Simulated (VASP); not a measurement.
Si32O (a cell with a defect), 33 atoms in the cell. The cell holds a defect, 33 atoms: a = 9.356 Å, b = 9.356 Å, c = 9.356 Å, α = 109.47°, β = 109.47°, γ = 109.47°. 

```yaml
Program: VASP 6.6.1
Task: single point
Functional: LDA
Potentials_or_basis: VASP PAW LDA potentials, release 64 (Si, O)
Cutoff: 520 eV
k_mesh: 2 × 2 × 2, shifted
Occupations: gaussian, width 0.02 eV
Spin: no spin polarisation
Dipole_correction: no
Further_INCAR_settings: LREAL = Auto; ALGO = Normal; EDIFF = 1e-06; NBANDS = 89
```

Potentials or basis: VASP PAW LDA potentials, release 64 (Si, O).

The run is started by

```sh
$ cat potpaw_LDA.64/Si/POTCAR potpaw_LDA.64/O/POTCAR > POTCAR
$ mpirun -np 1 vasp_std > vasp.out
```

Hardware: 1 thread of AMD EPYC 7R13, with other jobs on the host.

**Question.** Estimate the wall time of this run.

**Answer.** Run time: 14 min on 1 thread of AMD EPYC 7R13, on a shared host, peak memory 0.54 GiB. Counts: scf iterations 16, k points 4.
